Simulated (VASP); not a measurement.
The system is MnPt2.

```xyz
3
Lattice="2.8392 0.0000 0.0000 -1.4196 2.4588 0.0000 0.0000 0.0000 6.4887" Properties=species:S:1:pos:R:3 pbc="T T T"
Pt    1.4196    0.8196    2.0518
Pt    0.0000    1.6392    4.4369
Mn    0.0000    0.0000    0.0000
```

Base run:

- Program: VASP 6.6.1
- Functional: r2SCAN
- Potentials or basis: VASP PAW PBE potentials, release 64 (Pt, Mn_pv)
- Cutoff: 520 eV
- k mesh: 11 × 11 × 4
- Occupations: fermi-dirac, width 0.05 eV
- Spin: collinear spin, ferromagnetic start
- Starting moments: [0.0, 0.0, 4.0] μB

Its results: pressure 2.3 GPa; net moment 4.80 μB per cell; site moments Pt +0.31; Mn +4.03 μB; largest force 0.104 eV/Å.

The run is repeated on the same cell with these changes: functional from r2SCAN to PBEsol; further incar settings from ALGO = Normal; EDIFF = 1e-06; NBANDS = 28 to ALGO = Fast; EDIFF = 1e-06; NBANDS = 28. What comes out?

Pressure -6.0 GPa; net moment 4.43 μB per cell; site moments Pt +0.29; Mn +3.68 μB; largest force 0.079 eV/Å.

Caveats: the PAW data sets were made with another functional, which shifts forces and pressure a little; the cell stands under tension (at least some runs).
